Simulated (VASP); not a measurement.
# HC9 in VASP: a series of runs

Runs on HC9. Level: PBE+D3(BJ). Tasks: single point.

Everything below comes from runs of VASP 6.6.1. Logs are shortened: lines on timing, memory, paths and dates and some standing lists are left out, and cuts for length are marked.

## Step 1: The cell of the first run

The cell holds a slab with vacuum, 20 atoms: a = 7.398 Å, b = 7.398 Å, c = 12.000 Å, α = 90.00°, β = 90.00°, γ = 120.00°.

## Step 2: Single point, PBE+D3(BJ)

File INCAR:

```
PREC     = Accurate       # precision mode
ENCUT    = 520            # plane-wave cutoff, eV
EDIFF    = 1E-7           # SCF threshold, eV
ISMEAR   = -1             # smearing method
SIGMA    = 0.02           # smearing width, eV
LREAL    = Auto         
LASPH    = True           # aspherical terms in the spheres
NELM     = 100            # most SCF steps
ALGO     = Normal         # electronic algorithm
ISIF     = 2              # what is computed and relaxed
LWAVE    = False          # write WAVECAR
LCHARG   = False          # write CHGCAR
GGA      = PE             # functional
IVDW     = 12             # dispersion correction
NBANDS   = 53             # bands
```

File KPOINTS:

```
regular mesh
0
Gamma
  2 2 1
```

File POSCAR:

```
HC9
1.0
    7.3980000000      0.0000000000      0.0000000000
   -3.6990000000      6.4068560000      0.0000000000
    0.0000000000      0.0000000000     12.0000000000
C H
18 2
Direct
    0.0033673965      0.0086001621      0.0747250000
    0.2248712926      0.1200588869      0.0791583333
   -0.0033878716      0.3379660788      0.0723083333
    0.2238541476      0.4552779085      0.0759833333
   -0.0122884069      0.6696108044      0.0754833333
    0.2087714735      0.7795867427      0.0760833333
    0.3295671376      0.0081475220      0.0710916667
    0.5501254620      0.1170933138      0.0597000000
    0.3274642359      0.3357340949      0.0733750000
    0.5538091087      0.4479264088      0.0671000000
    0.3288236726      0.6840328548      0.0692083333
    0.5491175061      0.7877186564      0.0705000000
    0.6644725346      0.0093181429      0.0601000000
    0.8881712330      0.1104597949      0.0704083333
    0.6673106533      0.3424612634      0.0637583333
    0.8975705717      0.4525620679      0.0652583333
    0.6558314410      0.6754639093      0.0686916667
    0.8857403929      0.7826459655      0.0743333333
    0.6702334950      0.2820728295      0.2828250000
    0.6814147976      0.2385257293      0.3377666667
```

Potentials or basis: VASP PAW PBE potentials, release 64 (C, H).

Run with:

```sh
$ cat potpaw_PBE.64/C/POTCAR potpaw_PBE.64/H/POTCAR > POTCAR
$ mpirun -np 1 vasp_std > vasp.out
```

OUTCAR:

```text
PREC = Accurate
   ENCUT = 520
   EDIFF = 1E-7
   ISMEAR = -1
   LREAL = Auto
   LASPH = True
   NELM = 100
   ISIF = 2
   GGA = PE
   IVDW = 12
 IVDW          = 12

 ion  position               nearest neighbor table
   1  0.003  0.009  0.075-  14 1.39   2 1.42  18 1.45
   2  0.225  0.120  0.079-   9 1.38   7 1.39   1 1.42
   3  0.997  0.338  0.072-  16 1.37   4 1.46  14 1.46
   4  0.224  0.455  0.076-   9 1.43   3 1.46  11 1.47
   5  0.988  0.670  0.075-  18 1.38  16 1.40   6 1.42
   6  0.209  0.780  0.076-  11 1.39   5 1.42   7 1.47
[... 10 lines left out ...]
  17  0.656  0.675  0.069-  12 1.40  10 1.46  18 1.48
  18  0.886  0.783  0.074-   5 1.38   1 1.45  17 1.48
  19  0.670  0.282  0.283-  20 0.76
  20  0.681  0.239  0.338-  19 0.76

  LATTYP: Found a hexagonal cell.
 ALAT       =     7.3980000000
 C/A-ratio  =     1.6220600162

  Lattice vectors:

 A1 = (   7.3980000000,   0.0000000000,   0.0000000000)
 A2 = (  -3.6990000000,   6.4068560000,   0.0000000000)
 A3 = (   0.0000000000,   0.0000000000,  12.0000000000)

Analysis of symmetry for initial positions (statically):
=====================================================================
 Subroutine PRICEL returns:
 Original cell was already a primitive cell.

 Routine SETGRP: Setting up the symmetry group for a
 hexagonal supercell.

 Subroutine GETGRP returns: Found  1 space group operations
 (whereof  1 operations were pure point group operations)
 out of a pool of 24 trial point group operations.

The static configuration has the point symmetry C_1 .

Analysis of symmetry for dynamics (positions and initial velocities):
=====================================================================
 Subroutine PRICEL returns:
 Original cell was already a primitive cell.

 Routine SETGRP: Setting up the symmetry group for a
 hexagonal supercell.

 Subroutine GETGRP returns: Found  1 space group operations
 (whereof  1 operations were pure point group operations)
 out of a pool of 24 trial point group operations.

The dynamic configuration has the point symmetry C_1 .

 Subroutine INISYM returns: Found  1 space group operations
 (whereof  1 operations are pure point group operations),
 and found     1 'primitive' translations

----------------------------------------------------------------------------------------

                                     Primitive cell

  volume of cell :     568.7750

  direct lattice vectors                    reciprocal lattice vectors
     7.398000000  0.000000000  0.000000000     0.135171668  0.078041398  0.000000000
    -3.699000000  6.406856000  0.000000000     0.000000000  0.156082796  0.000000000
     0.000000000  0.000000000 12.000000000     0.000000000  0.000000000  0.083333333

  length of vectors
     7.398000000  7.398000054 12.000000000     0.156082797  0.156082796  0.083333333

  position of ions in fractional coordinates (direct lattice)
     0.003367397  0.008600162  0.074725000
     0.224871293  0.120058887  0.079158333
     0.996612128  0.337966079  0.072308333
     0.223854148  0.455277909  0.075983333
     0.987711593  0.669610804  0.075483333
     0.208771474  0.779586743  0.076083333
[... 12 lines left out ...]
     0.670233495  0.282072830  0.282825000
     0.681414798  0.238525729  0.337766667

  ion indices of the primitive-cell ions
   primitive index   ion index
                 1           1
                 2           2
                 3           3
                 4           4
                 5           5
                 6           6
[... 12 lines left out ...]
                19          19
                20          20

----------------------------------------------------------------------------------------

 KPOINTS: regular mesh

Automatic generation of k-mesh.
 Grid dimensions read from file:
 generate k-points for:    2    2    1

 Generating k-lattice:

  Cartesian coordinates                     Fractional coordinates (reciprocal lattice)
     0.067585834  0.039020699  0.000000000     0.500000000  0.000000000  0.000000000
     0.000000000  0.078041398  0.000000000     0.000000000  0.500000000  0.000000000
     0.000000000  0.000000000  0.083333333     0.000000000  0.000000000  1.000000000

  Length of vectors
     0.078041399  0.078041398  0.083333333

  Shift w.r.t. Gamma in fractional coordinates (k-lattice)
     0.000000000  0.000000000  0.000000000

 Subroutine IBZKPT returns following result:
 ===========================================

 Found      4 irreducible k-points:

 Following reciprocal coordinates:
            Coordinates               Weight
  0.000000  0.000000  0.000000      1.000000
  0.500000  0.000000  0.000000      1.000000
  0.000000  0.500000  0.000000      1.000000
  0.500000  0.500000  0.000000      1.000000
   k-points           NKPTS =      4   k-points in BZ     NKDIM =      4   number of bands    NBANDS=     53
   number of dos      NEDOS =    301   number of ions     NIONS =     20
[... 27 lines left out ...]
   NELECT =      74.0000    total number of electrons
   NUPDOWN=      -1.0000    fix difference up-down
   EMIN   =  10.00;   EMAX   =-10.00  energy-range for DOS
   EFERMI =   0.00;   METHOD = LEGACY
   ISMEAR =    -1;   SIGMA  =   0.02  broadening in eV -4-tet -1-fermi 0-gaus
   EFERMI_NEDOS =   21; number of points for ismear=-14 and -15
   IALGO  =     38    algorithm
   IMIX   =      4    mixing-type and parameters
     AMIX     =   0.40;   BMIX     =  1.00
     AMIX_MAG =   1.60;   BMIX_MAG =  1.00
  volume/ion in A,a.u.               =      28.44       191.91
  Fermi-wavevector in a.u.,A,eV,Ry     =   0.829542  1.567608  9.362720  0.688140
  Thomas-Fermi vector in A             =   1.942107
   LORBIT       =      0    0 simple, 1 ext, 2 COOP (PROOUT), +10 PAW based schemes
   GGA     = PE    functional components
   LHFCALC =     F    Hartree Fock is set to
   AEXX    =    0.0000 exact exchange contribution
   IVDW    =    12    specifies the selected vdW correction
   LEPSILON=     F    determine dielectric tensor
   LRPA    =     F    only Hartree local field effects (RPA)
 non-spin polarized calculation
  energy-cutoff  :      520.00
  volume of cell :      568.78
 maximum number of plane-waves:     15363
 NGX is ok and might be reduce to    56
   NGX = 27   NGY = 27   NGZ = 45

 number of electron      73.9999999 magnetization

 Free energy of the ion-electron system (eV)
  ---------------------------------------------------
  ext. energy  EPLUGINS =         0.00000000
  ---------------------------------------------------
  free energy    TOTEN  =      -171.50064073 eV

  energy without entropy =     -171.49991034  energy(sigma->0) =     -171.50027554

 E-fermi :  -1.7209     XC(G=0):  -3.8688

 val. band max:       -1.8232397779   @ k =   0.0000   0.0000   0.0000
 cond. band min:      -1.6185955438   @ k =   0.0000   0.0000   0.0000
 fundamental gap:      0.2046442342
 Fermi energy:        -1.7209138074

 k-point     1 :       0.0000    0.0000    0.0000
  band No.  band energies     occupation
      1     -21.2316      2.00000
      2     -18.9078      2.00000
      3     -18.7864      2.00000
      4     -18.6446      2.00000
      5     -18.5859      2.00000
      6     -18.4760      2.00000
[... 41 lines left out ...]
     48       3.4516      0.00000
     49       4.0391      0.00000

 k-point     2 :       0.5000    0.0000    0.0000
  band No.  band energies     occupation
      1     -20.6560      2.00000
      2     -20.4956      2.00000
      3     -19.4046      2.00000
      4     -19.1568      2.00000
      5     -16.9740      2.00000
      6     -16.8444      2.00000
[... 41 lines left out ...]
     48       3.8245      0.00000
     49       4.2741      0.00000

 k-point     3 :       0.0000    0.5000    0.0000
  band No.  band energies     occupation
      1     -20.6312      2.00000
      2     -20.5279      2.00000
      3     -19.3448      2.00000
      4     -19.2144      2.00000
      5     -16.9745      2.00000
      6     -16.8054      2.00000
[... 41 lines left out ...]
     48       3.8448      0.00000
     49       4.2449      0.00000

 k-point     4 :       0.5000    0.5000    0.0000
  band No.  band energies     occupation
      1     -20.6428      2.00000
      2     -20.5207      2.00000
      3     -19.3478      2.00000
      4     -19.1981      2.00000
      5     -16.9100      2.00000
      6     -16.8203      2.00000
[... 41 lines left out ...]
     48       3.8095      0.00000
     49       4.2725      0.00000
 [bands above 49 left out]

------------------------ aborting loop because EDIFF is reached ----------------------------------------

 Edisp (eV)   -1.66984

 E8    (eV) :    -0.5136

  FORCE on cell =-STRESS in cart. coord.  units (eV):
  Direction    XX          YY          ZZ          XY          YZ          ZX
  --------------------------------------------------------------------------------------
  -------------------------------------------------------------------------------------
  Total      -0.30813     2.84089    -0.53195     1.94089     0.21543    -0.02569
  in kB      -0.86798     8.00247    -1.49843     5.46729     0.60683    -0.07236
  external pressure =        1.88 kB  Pullay stress =        0.00 kB

 VOLUME and BASIS-vectors are now :
 -----------------------------------------------------------------------------
  energy-cutoff  :      520.00
  volume of cell :      568.78
      direct lattice vectors                 reciprocal lattice vectors
     7.398000000  0.000000000  0.000000000     0.135171668  0.078041398  0.000000000
    -3.699000000  6.406856000  0.000000000     0.000000000  0.156082796  0.000000000
     0.000000000  0.000000000 12.000000000     0.000000000  0.000000000  0.083333333

 POSITION                                       TOTAL-FORCE (eV/Angst)
 -----------------------------------------------------------------------------------
     -0.00690      0.05510      0.89670        -0.814992     -1.510215      0.439271
      1.21950      0.76920      0.94990        -0.882796     -1.144613     -0.623757
      6.12280      2.16530      0.86770         2.153419      0.106074     -0.129091
     -0.02800      2.91690      0.91180        -0.393405     -0.782472     -0.543479
      4.83020      4.29010      0.90580         1.975217      0.471896     -0.299519
     -1.33920      4.99470      0.91300         0.992246      2.603564     -0.587978
[... 12 lines left out ...]
      3.91500      1.80720      3.39390         0.059945     -0.067431      0.179838
      4.15880      1.52820      4.05320        -0.054759      0.063875     -0.136767
 -----------------------------------------------------------------------------------
    total drift:                                0.009866     -0.006562     -0.003548

  FREE ENERGIE OF THE ION-ELECTRON SYSTEM (eV)
  ---------------------------------------------------
  free  energy   TOTEN  =      -173.1704819309 eV

  energy  without entropy=     -173.1697515418  energy(sigma->0) =     -173.17011674
```

Run time: 2.6 min. Hardware: 1 thread of AMD EPYC 9R45 (Zen 5), shared host; peak memory 0.54 GiB.

What came out:

- Free energy: -173.1705 eV
- Largest force: 4.328 eV/Å
- Band gap on the k mesh: 0.20 eV
- Dispersion energy per atom: -0.083 eV

Forces in eV/Å, atoms in the order of the input:
```
C   -0.815 -1.510  0.439
C   -0.883 -1.145 -0.624
C    2.153  0.106 -0.129
C   -0.393 -0.782 -0.543
C    1.975  0.472 -0.300
C    0.992  2.604 -0.588
C   -0.012 -1.058  0.223
C    1.411  0.646  0.494
C    0.519  2.964  0.124
C   -0.936  1.154  0.242
C    0.487 -3.156  0.851
C    0.445  0.388 -0.928
C    0.090 -0.426  0.914
C   -1.297  2.022 -0.440
C    0.306 -0.445 -0.404
C   -3.974 -1.617  0.570
C    2.088 -0.585  0.371
C   -2.163  0.374 -0.314
H    0.060 -0.067  0.180
H   -0.055  0.064 -0.137
```

Caveat: the k points lie up to 0.49 Å⁻¹ apart; the atoms stand as in a frame of molecular dynamics; there is no dipole correction, which matters where the two faces differ.

## Step 3: Single point, PBE+D3(BJ)

File INCAR:

```
PREC     = Accurate       # precision mode
ENCUT    = 520            # plane-wave cutoff, eV
EDIFF    = 1E-6           # SCF threshold, eV
ISMEAR   = -1             # smearing method
SIGMA    = 0.02           # smearing width, eV
LREAL    = Auto         
LASPH    = True           # aspherical terms in the spheres
NELM     = 80             # most SCF steps
ALGO     = Normal         # electronic algorithm
ISIF     = 2              # what is computed and relaxed
LWAVE    = False          # write WAVECAR
LCHARG   = True           # write CHGCAR
GGA      = PE             # functional
IVDW     = 12             # dispersion correction
LELF     = True           # ELF
LVHAR    = True         
NBANDS   = 53             # bands
```

File KPOINTS:

```
Automatic mesh
0
Gamma
  2 2 1
```

File POSCAR:

```
HC9
1.0
    7.3980000000      0.0000000000      0.0000000000
   -3.6990000000      6.4068560000      0.0000000000
    0.0000000000      0.0000000000     12.0000000000
C H
18 2
Direct
   -0.0046750175      0.0094117926      0.0643750000
    0.2196340151      0.1147208553      0.0714666667
   -0.0150908159      0.3430543780      0.0743750000
    0.2191471012      0.4497837941      0.0826416667
    0.0015393063      0.6827217593      0.0756500000
    0.2251748022      0.7914958601      0.0776500000
    0.3340133954      0.0113628276      0.0666916667
    0.5544128462      0.1251003612      0.0533583333
    0.3304575832      0.3380441202      0.0708166667
    0.5499594775      0.4469586955      0.0592833333
    0.3336905523      0.6788977308      0.0706416667
    0.5572002705      0.7793370102      0.0492000000
    0.6624678813      0.0066335188      0.0537333333
    0.8829724776      0.1179049443      0.0628166667
    0.6665174836      0.3485797090      0.0548083333
    0.8858417137      0.4578688830      0.0708833333
    0.6638130920      0.6692049892      0.0601250000
    0.8948677029      0.7885458952      0.0661833333
    0.7548168905      0.3529968521      0.2828000000
    0.6728302872      0.3226543565      0.3284083333
```

Potentials or basis: VASP PAW PBE potentials, release 64 (C, H).

Run with:

```sh
$ cat potpaw_PBE.64/C/POTCAR potpaw_PBE.64/H/POTCAR > POTCAR
$ mpirun -np 1 vasp_std > vasp.out
```

Run time: 2.9 min. Hardware: 1 thread of AMD EPYC 9R45 (Zen 5), shared host; peak memory 0.54 GiB.

Results (log left out):

```yaml
Free_energy: -173.0553 eV
Largest_force: 4.141 eV/Å
Band_gap_on_the_k_mesh: 0.15 eV
Dispersion_energy_per_atom: -0.084 eV
```

Forces on the atoms (eV/Å):
```
C    0.837  0.328  0.648
C   -0.961  1.134 -0.504
C    4.107 -0.447  0.283
C   -1.040  0.666 -1.344
C    1.261 -1.050  0.116
C    0.733 -0.834 -0.741
C   -0.275  0.018 -0.076
C    1.583 -1.296  0.501
C   -1.609  0.141  0.128
C   -0.047  1.480  0.406
C    0.494 -1.721 -0.066
C   -1.997  1.293  1.769
C   -0.372  0.128 -0.376
C   -0.235  0.697 -0.014
C    0.103 -1.602  0.537
C   -0.253  0.542 -0.485
C    0.685  1.090 -0.547
C   -3.003 -0.560 -0.297
H   -0.251 -0.102  0.314
H    0.244  0.093 -0.251
```

Levels at points of the mesh, in eV from the valence-band top:
| k point | band 34 | band 35 | band 36 | band 37 | band 38 | band 39 | band 40 | band 41 |
| --- | --- | --- | --- | --- | --- | --- | --- | --- |
| (0.00, 0.00, 0.00) | -3.22 | -2.56 | -0.18 | 0.00 | 0.15 | 0.32 | 3.44 | 4.40 |
| (0.50, 0.00, 0.00) | -2.59 | -2.54 | -2.31 | -2.22 | 1.84 | 2.27 | 2.46 | 2.65 |
| (0.00, 0.50, 0.00) | -2.60 | -2.44 | -2.37 | -2.27 | 1.84 | 2.25 | 2.45 | 2.64 |
| (0.50, 0.50, 0.00) | -2.58 | -2.50 | -2.43 | -2.05 | 1.46 | 2.43 | 2.52 | 2.55 |

Caveat: the k points lie up to 0.49 Å⁻¹ apart; the atoms stand as in a frame of molecular dynamics; there is no dipole correction, which matters where the two faces differ.

## Step 4: Single point, PBE+D3(BJ)

File INCAR:

```
ALGO = Normal ; EDIFF = 1E-6
ENCUT = 520 ; GGA = PE
ISIF = 2 ; ISMEAR = -1
IVDW = 12 ; LASPH = True
LCHARG = False ; LREAL = Auto
LWAVE = False ; NBANDS = 53
NELM = 80 ; PREC = Accurate
SIGMA = 0.02
```

File KPOINTS:

```
k-points
0
Gamma
  2 2 1
```

File POSCAR:

```
HC9
1.0
    7.3980000000      0.0000000000      0.0000000000
   -3.6990000000      6.4068560000      0.0000000000
    0.0000000000      0.0000000000     12.0000000000
C H
18 2
Direct
   -0.0030717480      0.0049946495      0.0665000000
    0.2255778984      0.1286902656      0.0615666667
    0.0033905532      0.3452239289      0.0609666667
    0.2299335912      0.4576503670      0.0698166667
   -0.0014776949      0.6712808903      0.0587750000
    0.2219685018      0.7883273793      0.0587083333
    0.3309464194      0.0123929740      0.0594833333
    0.5510842398      0.1131444190      0.0543583333
    0.3399071553      0.3521852216      0.0681083333
    0.5597350915      0.4542633704      0.0552833333
    0.3326778855      0.6791162467      0.0705166667
    0.5544396774      0.7836292871      0.0645666667
    0.6660500110      0.0096615251      0.0533250000
    0.8906037842      0.1216509314      0.0555750000
    0.6634375292      0.3384187189      0.0592416667
    0.8843346729      0.4441492052      0.0558083333
    0.6675874539      0.6746991036      0.0541250000
    0.8923507378      0.7838634113      0.0579250000
    0.7781263524      0.4531707908      0.3251666667
    0.7021612823      0.4274639542      0.2715666667
```

Run with:

```sh
$ cat potpaw_PBE.64/C/POTCAR potpaw_PBE.64/H/POTCAR > POTCAR
$ mpirun -np 1 vasp_std > vasp.out
```

Wall time 2.6 min (1 thread of AMD EPYC 9R45 (Zen 5), shared host); peak memory 0.54 GiB.

It converged, with:

| Item | Value |
| --- | --- |
| Free energy | -173.3832 eV |
| Largest force | 2.536 eV/Å |
| Band gap on the k mesh | 0.08 eV |
| Dispersion energy per atom | -0.084 eV |

Forces in eV/Å, atoms in the order of the input:
```
C    0.546  2.161 -1.210
C   -0.201 -1.799  0.812
C    0.419 -1.075 -0.138
C   -2.144  0.135 -0.134
C   -0.036  0.030 -0.314
C   -0.205 -0.435  0.854
C   -0.160 -0.561 -0.407
C    0.168  1.641  0.503
C    0.095 -1.614 -0.871
C   -0.153 -0.078  0.875
C    0.609  0.112 -0.767
C    0.676  1.049 -0.928
C    0.248 -0.805  0.608
C    0.342 -0.862  0.763
C    0.341 -0.470 -1.085
C    0.554  1.997  0.475
C   -0.122  0.573  0.786
C   -0.974 -0.013  0.104
H   -0.914 -0.308 -1.217
H    0.910  0.323  1.291
```

Levels at points of the mesh, in eV from the valence-band top:
```
           k point  band 35  band 36  band 37  band 38  band 39  band 40
(0.00, 0.00, 0.00)    -2.73    -0.10     0.00     0.08     0.21     3.41
(0.50, 0.00, 0.00)    -2.55    -2.45    -2.32     1.78     2.34     2.41
(0.00, 0.50, 0.00)    -2.58    -2.47    -2.32     1.77     2.40     2.41
(0.50, 0.50, 0.00)    -2.58    -2.52    -2.17     1.51     2.47     2.53
```

Caveat: the k points lie up to 0.49 Å⁻¹ apart; the atoms stand as in a frame of molecular dynamics; there is no dipole correction, which matters where the two faces differ.

## Step 5: Overview

| cell | gap on the mesh (eV) | largest force (eV/Å) |
| --- | --- | --- |
| as given, atomic positions A | 0.20 | 4.33 |
| as given, atomic positions B | 0.15 | 4.14 |
| as given, atomic positions C | 0.08 | 2.54 |

Alike in all rows: task single point; level PBE+D3(BJ); potentials or basis VASP PAW PBE potentials, release 64 (C, H); no spin polarisation; k mesh 2 × 2 × 1; cutoff (eV) 520; smearing fermi-dirac 0.02 eV.

Caveats: all runs use coarse meshes; the atoms stand as in a frame of molecular dynamics; there is no dipole correction, which matters where the two faces differ.

Absolute energies hang on the potentials; compare differences alone.
